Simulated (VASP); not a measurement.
## BeS: single point with PBE

BeS:

```
Be S
1.0
     0.00000    2.51662    2.51662
     2.51662    0.00000    2.51662
     2.51662    2.51662    0.00000
Be S
1 1
Cartesian
  0.0000 0.0000 0.0000
  1.2583 1.2583 1.2583
```

This cell differs from its parent crystal: volume scaled by 1.10.

| Item | Value |
| --- | --- |
| Program | VASP 6.6.1 |
| Task | single point |
| Functional | PBE |
| Potentials or basis | VASP PAW PBE potentials, release 64 (Be, S) |
| Cutoff | 520 eV |
| k mesh | 8 × 8 × 8 |
| Occupations | gaussian, width 0.02 eV |
| Spin | no spin polarisation |
| Dipole correction | no |
| Further INCAR settings | ALGO = Normal; EDIFF = 1e-07; NBANDS = 11 |

The pressure is -7.4 GPa and the band gap on the k mesh is 3.33 eV, indirect (least direct gap 4.98 eV).

Levels at points of the mesh, in eV from the valence-band top:
```tsv
k point	band 1	band 2	band 3	band 4	band 5	band 6	band 7	band 8	band 9
(0.00, 0.00, 0.00)	-13.00	0.00	0.00	0.00	4.98	5.69	5.69	5.69	12.59
(0.50, 0.00, 0.00)	-11.67	-5.11	-0.89	-0.89	5.07	6.56	6.56	10.64	14.24
(0.50, 0.50, 0.00)	-11.23	-4.48	-2.28	-2.28	3.33	4.98	11.89	11.89	14.16
```

It took 18 s on 1 thread of Intel(R) Xeon(R) Platinum 8259CL CPU @ 2.50GHz (Skylake/Cascade Lake) (shared host), peak memory 0.15 GiB.

 A k mesh can miss the band edges.
